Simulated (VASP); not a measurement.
# SrTiC (P-6m2) in VASP: further runs

Runs on SrTiC. Level: PBE. Tasks: single point, relaxation of cell and atoms.

Program: VASP 6.6.1. These are calculated values, not measurements. Logs are shortened: lines on timing, memory, paths and dates and some standing lists are left out, and cuts for length are marked.

**1. The cell of the first run**

Symmetry: P-6m2, No. 187, hexagonal system. The conventional cell has a = 3.641 Å, b = 3.641 Å, c = 5.164 Å, α = 90.00°, β = 90.00°, γ = 120.00°. Within 4.4 Å of Sr (site symmetry -6m2) lie 6 Ti at 3.33 Å and 6 C at 3.33 Å and 6 Sr at 3.64 Å. Within 2.8 Å of Ti (site symmetry -6m2) lie 3 C at 2.10 Å. Within 2.8 Å of C (site symmetry -6m2) lie 3 Ti at 2.10 Å.

**2. Single point, PBE**

Contents of INCAR:

```
  ALGO = Normal
  EDIFF = 1E-6
  ENCUT = 520
  GGA = PE
  ISIF = 2
  ISMEAR = 0
  LASPH = T
  LCHARG = F
  LREAL = F
  LWAVE = F
  NBANDS = 20
  NELM = 100
  PREC = Accurate
  SIGMA = 0.1
```

Contents of KPOINTS:

```
k-points
0
Gamma
  12 12 10
```

Contents of POSCAR:

```
SrTiC
1.0
    3.6410811695      0.0000000000      0.0000000000
   -1.8205405848      3.1532687901      0.0000000000
    0.0000000000      0.0000000000      5.1644068135
Sr Ti C
1 1 1
Direct
    0.0000000000      0.0000000000      0.0000000000
    0.6666666667      0.3333333333      0.5000000000
    0.3333333333      0.6666666667      0.5000000000
```

Potentials or basis: VASP PAW PBE potentials, release 64 (Sr_sv, Ti_sv, C).

Launch:

```
> cat potpaw_PBE.64/Sr_sv/POTCAR potpaw_PBE.64/Ti_sv/POTCAR potpaw_PBE.64/C/POTCAR > POTCAR
> mpirun -np 1 vasp_std > vasp.out
```

OUTCAR:

```text
EDIFF = 1E-6
   ENCUT = 520
   GGA = PE
   ISIF = 2
   ISMEAR = 0
   LASPH = T
   LREAL = F
   NELM = 100
   PREC = Accurate

 ion  position               nearest neighbor table
   1  0.000  0.000  0.000-   2 3.33   3 3.33   2 3.33   3 3.33   2 3.33   2 3.33   3 3.33   3 3.33
                             2 3.33   2 3.33   3 3.33   3 3.33
   2  0.667  0.333  0.500-   3 2.10   3 2.10   3 2.10   1 3.33   1 3.33   1 3.33   1 3.33   1 3.33
                             1 3.33
   3  0.333  0.667  0.500-   2 2.10   2 2.10   2 2.10   1 3.33   1 3.33   1 3.33   1 3.33   1 3.33
                             1 3.33

  LATTYP: Found a hexagonal cell.
 ALAT       =     3.6410811695
 C/A-ratio  =     1.4183717893

  Lattice vectors:

 A1 = (   3.6410811695,   0.0000000000,   0.0000000000)
 A2 = (  -1.8205405848,   3.1532687901,   0.0000000000)
 A3 = (   0.0000000000,   0.0000000000,   5.1644068135)

Analysis of symmetry for initial positions (statically):
=====================================================================
 Subroutine PRICEL returns:
 Original cell was already a primitive cell.

 Routine SETGRP: Setting up the symmetry group for a
 hexagonal supercell.

 Subroutine GETGRP returns: Found 12 space group operations
 (whereof 12 operations were pure point group operations)
 out of a pool of 24 trial point group operations.

The static configuration has the point symmetry D_3h.

Analysis of symmetry for dynamics (positions and initial velocities):
=====================================================================
 Subroutine PRICEL returns:
 Original cell was already a primitive cell.

 Routine SETGRP: Setting up the symmetry group for a
 hexagonal supercell.

 Subroutine GETGRP returns: Found 12 space group operations
 (whereof 12 operations were pure point group operations)
 out of a pool of 24 trial point group operations.

The dynamic configuration has the point symmetry D_3h.

 Subroutine INISYM returns: Found 12 space group operations
 (whereof 12 operations are pure point group operations),
 and found     1 'primitive' translations

----------------------------------------------------------------------------------------

                                     Primitive cell

  volume of cell :      59.2941

  direct lattice vectors                    reciprocal lattice vectors
     3.641081170  0.000000000  0.000000000     0.274643699  0.158565613  0.000000000
    -1.820540585  3.153268790  0.000000000     0.000000000  0.317131227  0.000000000
     0.000000000  0.000000000  5.164406814     0.000000000  0.000000000  0.193633080

  length of vectors
     3.641081170  3.641081170  5.164406814     0.317131227  0.317131227  0.193633080

  position of ions in fractional coordinates (direct lattice)
     0.000000000  0.000000000  0.000000000
     0.666666667  0.333333333  0.500000000
     0.333333333  0.666666667  0.500000000

  ion indices of the primitive-cell ions
   primitive index   ion index
                 1           1
                 2           2
                 3           3

----------------------------------------------------------------------------------------

 KPOINTS: k-points

Automatic generation of k-mesh.
 Grid dimensions read from file:
 generate k-points for:   12   12   10

 Generating k-lattice:

  Cartesian coordinates                     Fractional coordinates (reciprocal lattice)
     0.022886975  0.013213801  0.000000000     0.083333333 -0.000000000  0.000000000
     0.000000000  0.026427602  0.000000000     0.000000000  0.083333333  0.000000000
     0.000000000  0.000000000  0.019363308     0.000000000  0.000000000  0.100000000

  Length of vectors
     0.026427602  0.026427602  0.019363308

  Shift w.r.t. Gamma in fractional coordinates (k-lattice)
     0.000000000  0.000000000  0.000000000

 Subroutine IBZKPT returns following result:
 ===========================================

 Found    114 irreducible k-points:

 Following reciprocal coordinates:
            Coordinates               Weight
  0.000000  0.000000  0.000000      1.000000
  0.083333  0.000000  0.000000      6.000000
  0.166667  0.000000  0.000000      6.000000
  0.250000  0.000000  0.000000      6.000000
  0.333333  0.000000  0.000000      6.000000
  0.416667  0.000000  0.000000      6.000000
[... 16 lines left out ...]
  0.250000  0.000000  0.100000     12.000000
  0.333333  0.000000  0.100000     12.000000
 [... further k-points ...]
   k-points           NKPTS =    114   k-points in BZ     NKDIM =    114   number of bands    NBANDS=     20
   number of dos      NEDOS =    301   number of ions     NIONS =      3
   total plane-waves  NPLWV =  31360
   dimension x,y,z NGX =    28 NGY =   28 NGZ =   40
   dimension x,y,z NGXF=    56 NGYF=   56 NGZF=   80
   ions per type =               1   1   1
   NGX,Y,Z   is equivalent  to a cutoff of  12.78, 12.78, 12.88 a.u.
   NGXF,Y,Z  is equivalent  to a cutoff of  25.57, 25.57, 25.75 a.u.
 SYSTEM =  unknown system
   PREC   = accura    normal or accurate (medium, high low for compatibility)
   ISTART =      0    job   : 0-new  1-cont  2-samecut
   ICHARG =      2    charge: 1-file 2-atom 10-const
   ISPIN  =      1    spin polarized calculation?
   LNONCOLLINEAR =      F non collinear calculations
   LSORBIT =      F    spin-orbit coupling
   LASPH  =      T    aspherical Exc in radial PAW
   ENCUT  =  520.0 eV  38.22 Ry    6.18 a.u.   6.77  6.77  9.60*2*pi/ulx,y,z
   NELM   =    100;   NELMIN=  2; NELMDL= -5     # of ELM steps
   EDIFF  = 0.1E-05   stopping-criterion for ELM
   LREAL  =      F    real-space projection
   EDIFFG = 0.1E-04   stopping-criterion for IOM
   NSW    =      0    number of steps for IOM
   IBRION =     -1    ionic relax: 0-MD 1-quasi-New 2-CG
   NFREE  =      0    steps in history (QN), initial steepest desc. (CG)
   ISIF   =      2    stress and relaxation
   ISYM   =      2    0-nonsym 1-usesym 2-fastsym
   POTIM  = 0.5000    time-step for ionic-motion
   TEBEG  =    0.0;   TEEND  =   0.0 temperature during run
   PSTRESS=    0.0 pullay stress
   NELECT =      26.0000    total number of electrons
   NUPDOWN=      -1.0000    fix difference up-down
   EMIN   =  10.00;   EMAX   =-10.00  energy-range for DOS
   EFERMI =   0.00;   METHOD = LEGACY
   ISMEAR =     0;   SIGMA  =   0.10  broadening in eV -4-tet -1-fermi 0-gaus
   EFERMI_NEDOS =   21; number of points for ismear=-14 and -15
   IALGO  =     38    algorithm
   IMIX   =      4    mixing-type and parameters
     AMIX     =   0.40;   BMIX     =  1.00
     AMIX_MAG =   1.60;   BMIX_MAG =  1.00
  volume/ion in A,a.u.               =      19.76       133.38
  Fermi-wavevector in a.u.,A,eV,Ry     =   1.243737  2.350323 21.046616  1.546883
  Thomas-Fermi vector in A             =   2.378035
   LORBIT       =      0    0 simple, 1 ext, 2 COOP (PROOUT), +10 PAW based schemes
   GGA     = PE    functional components
   LHFCALC =     F    Hartree Fock is set to
   AEXX    =    0.0000 exact exchange contribution
   IVDW    =     0    specifies the selected vdW correction
   LEPSILON=     F    determine dielectric tensor
   LRPA    =     F    only Hartree local field effects (RPA)
 non-spin polarized calculation
 Gauss-broadening in eV      SIGMA  =   0.10
  energy-cutoff  :      520.00
  volume of cell :       59.29
 maximum number of plane-waves:      1627
 NGX is ok and might be reduce to    28
   NGX = 13   NGY = 13   NGZ = 19

 number of electron      26.0000003 magnetization

 Free energy of the ion-electron system (eV)
  ---------------------------------------------------
  ext. energy  EPLUGINS =         0.00000000
  ---------------------------------------------------
  free energy    TOTEN  =       -18.16783145 eV

  energy without entropy =      -18.16493238  energy(sigma->0) =      -18.16638192

 E-fermi :   5.1033     XC(G=0): -10.0200

 val. band max:        5.0511049921   @ k =   0.2500   0.0000   0.5000
 cond. band min:       5.1120709068   @ k =   0.1667   0.0833   0.5000
 fundamental gap:      0.0609659147
 Fermi energy:         5.1033319900

 k-point     1 :       0.0000    0.0000    0.0000
  band No.  band energies     occupation
      1     -51.8741      2.00000
      2     -30.6179      2.00000
      3     -28.1615      2.00000
      4     -28.1069      2.00000
      5     -28.1069      2.00000
      6     -12.6954      2.00000
[... 12 lines left out ...]
     19       8.5693      0.00000
     20      10.7294      0.00000

 k-point     2 :       0.0833    0.0000    0.0000
  band No.  band energies     occupation
      1     -51.8738      2.00000
      2     -30.6129      2.00000
      3     -28.1609      2.00000
      4     -28.1120      2.00000
      5     -28.1083      2.00000
      6     -12.6878      2.00000
[... 12 lines left out ...]
     19       8.7367      0.00000
     20      10.6569      0.00000

 k-point     3 :       0.1667    0.0000    0.0000
  band No.  band energies     occupation
      1     -51.8728      2.00000
      2     -30.5993      2.00000
      3     -28.1592      2.00000
      4     -28.1260      2.00000
      5     -28.1120      2.00000
      6     -12.6670      2.00000
[... 12 lines left out ...]
     19       9.1183      0.00000
     20      10.4026      0.00000

 k-point     4 :       0.2500    0.0000    0.0000
  band No.  band energies     occupation
      1     -51.8715      2.00000
      2     -30.5807      2.00000
      3     -28.1569      2.00000
      4     -28.1450      2.00000
      5     -28.1171      2.00000
      6     -12.7323      2.00000
[... 12 lines left out ...]
     19       9.3788      0.00000
     20      10.0184      0.00000

 k-point     5 :       0.3333    0.0000    0.0000
  band No.  band energies     occupation
      1     -51.8701      2.00000
      2     -30.5620      2.00000
      3     -28.1639      2.00000
      4     -28.1546      2.00000
      5     -28.1221      2.00000
      6     -12.9069      2.00000
[... 12 lines left out ...]
     19       9.5106      0.00000
     20       9.5817      0.00000
[... 353 lines left out ...]
      6     -12.6934      2.00000
[... 12 lines left out ...]
     19       8.7656      0.00000
     20      10.5915      0.00000

 k-point    22 :       0.1667    0.0000    0.1000
  band No.  band energies     occupation
      1     -51.8728      2.00000
      2     -30.5996      2.00000
      3     -28.1587      2.00000
      4     -28.1260      2.00000
      5     -28.1120      2.00000
      6     -12.6718      2.00000
[... 12 lines left out ...]
     19       9.1309      0.00000
     20      10.0215      0.00000

 k-point    23 :       0.2500    0.0000    0.1000
  band No.  band energies     occupation
      1     -51.8715      2.00000
      2     -30.5808      2.00000
      3     -28.1566      2.00000
      4     -28.1451      2.00000
      5     -28.1170      2.00000
      6     -12.7317      2.00000
[... 12 lines left out ...]
     19       9.2272      0.00000
     20       9.7356      0.00000

 k-point    24 :       0.3333    0.0000    0.1000
  band No.  band energies     occupation
      1     -51.8701      2.00000
      2     -30.5620      2.00000
      3     -28.1641      2.00000
      4     -28.1544      2.00000
      5     -28.1221      2.00000
      6     -12.9059      2.00000
[... 12 lines left out ...]
     19       9.2076      0.00000
     20       9.7928      0.00000

 [... further k-points ...]
[... 5 lines left out ...]
  --------------------------------------------------------------------------------------
  -------------------------------------------------------------------------------------
  Total        0.0642544      0.0642544      0.0119038     -0.0000000     -0.0000000      0.0000000
  in kB        1.7362081      1.7362081      0.3216496     -0.0000000     -0.0000000      0.0000000
  external PRESSURE =       1.2646886 kB  Pullay stress =       0.0000000 kB

 VOLUME and BASIS-vectors are now :
 -----------------------------------------------------------------------------
  energy-cutoff  :      520.00
  volume of cell :       59.29
      direct lattice vectors                 reciprocal lattice vectors
     3.641081170  0.000000000  0.000000000     0.274643699  0.158565613  0.000000000
    -1.820540585  3.153268790  0.000000000     0.000000000  0.317131227  0.000000000
     0.000000000  0.000000000  5.164406814     0.000000000  0.000000000  0.193633080

 POSITION                                       TOTAL-FORCE (eV/Angst)
 -----------------------------------------------------------------------------------
      0.00000      0.00000      0.00000         0.000000     -0.000000      0.000000
      1.82054      1.05109      2.58220        -0.000000      0.000000      0.000000
     -0.00000      2.10218      2.58220         0.000000     -0.000000      0.000000
 -----------------------------------------------------------------------------------
    total drift:                               -0.000002      0.000001      0.000000

  FREE ENERGIE OF THE ION-ELECTRON SYSTEM (eV)
  ---------------------------------------------------
  free  energy   TOTEN  =       -18.1678314504 eV

  energy  without entropy=      -18.1649323843  energy(sigma->0) =      -18.16638192
```

It took 62 s on 1 thread of AMD EPYC 9R45 (Zen 5), shared host; peak memory 0.26 GiB.

Results:

```yaml
Free_energy: -18.1678 eV
Pressure: 0.1 GPa
Band_gap_on_the_k_mesh: zero (band 13 reaches 5.36 eV, above the bottom of band 14 at 4.95 eV)
```

Levels at points of the mesh, in eV from the Fermi level:
```csv
k point,band 10,band 11,band 12,band 13,band 14,band 15,band 16,band 17
"(0.00, 0.00, 0.00)",-2.75,-2.75,-2.57,-1.77,1.14,1.14,1.91,3.17
"(0.50, 0.00, 0.00)",-3.67,-2.75,-1.13,-0.93,0.54,1.05,1.48,1.67
"(0.00, 0.00, 0.50)",-3.85,-2.79,-2.79,0.25,0.75,0.92,0.92,3.83
"(0.50, 0.00, 0.50)",-3.19,-2.83,-1.23,-0.37,0.13,0.97,1.24,1.69
```

**3. Relaxation of cell and atoms, PBE**

Contents of INCAR:

```
SYSTEM = SrTiC
  PREC = Accurate
  ENCUT = 600
  EDIFF = 1E-7
  ISMEAR = 0
  SIGMA = 0.1
  LREAL = .False.
  LASPH = .True.
  NELM = 100
  ALGO = Normal
  ISIF = 3
  LWAVE = .False.
  LCHARG = .False.
  GGA = PE
  IBRION = 2
  NSW = 100
  EDIFFG = -0.01
```

Contents of KPOINTS:

```
regular mesh
0
Gamma
  12 12 10
  0 0 0
```

Contents of POSCAR:

```
SrTiC
1.0
    3.6397184756      0.0000000000      0.0000000000
   -1.8198592378      3.1520886625      0.0000000000
    0.0000000000      0.0000000000      5.1672821162
Sr Ti C
1 1 1
Direct
    0.0000000000      0.0000000000      0.0000000000
    0.6666666667      0.3333333333      0.5000000000
    0.3333333333      0.6666666667      0.5000000000
```

Potentials or basis: VASP PAW PBE potentials, release 64 (Sr_sv, Ti_sv, C).

Launch:

```
> cat potpaw_PBE.64/Sr_sv/POTCAR potpaw_PBE.64/Ti_sv/POTCAR potpaw_PBE.64/C/POTCAR > POTCAR
> mpirun -np 1 vasp_std > vasp.out
```

Wall time 2.8 min (1 thread of AMD EPYC 9R45 (Zen 5), shared host); peak memory 0.3 GiB.

The run converged. Its results:

| Item | Value |
| --- | --- |
| Free energy | -18.1678 eV |
| Relaxed volume | 19.80 Å³/atom |
| Relaxed cell | a = 3.643 Å, b = 3.643 Å, c = 5.167 Å, α = 90.00°, β = 90.00°, γ = 120.00° |
| Space group after relaxing (to 0.05 Å) | P-6m2 (No. 187) |
| Energy gained by relaxing | 0.0 meV/atom |
| Ionic steps | 3 |
| Pressure after relaxing | 0.0 GPa |
| Band gap on the k mesh | zero (band 13 reaches 5.34 eV, above the bottom of band 14 at 4.94 eV) |

Final structure:
```yaml
crystal:
  lattice:
    - [3.64312, 0.00000, 0.00000]
    - [-1.82156, 3.15504, 0.00000]
    - [0.00000, 0.00000, 5.16734]
  atoms:
    - { symbol: Sr, position: [0.00000, 0.00000, 0.00000] }
    - { symbol: Ti, position: [0.66667, 0.33333, 0.50000] }
    - { symbol: C, position: [0.33333, 0.66667, 0.50000] }
```

Levels at points of the mesh, in eV from the Fermi level:
```
           k point  band 10  band 11  band 12  band 13  band 14  band 15  band 16  band 17
(0.00, 0.00, 0.00)    -2.75    -2.75    -2.57    -1.77     1.14     1.14     1.91     3.17
(0.50, 0.00, 0.00)    -3.67    -2.74    -1.13    -0.93     0.54     1.04     1.48     1.67
(0.00, 0.00, 0.50)    -3.85    -2.78    -2.78     0.25     0.75     0.92     0.92     3.82
(0.50, 0.00, 0.50)    -3.18    -2.82    -1.23    -0.36     0.13     0.97     1.24     1.69
```
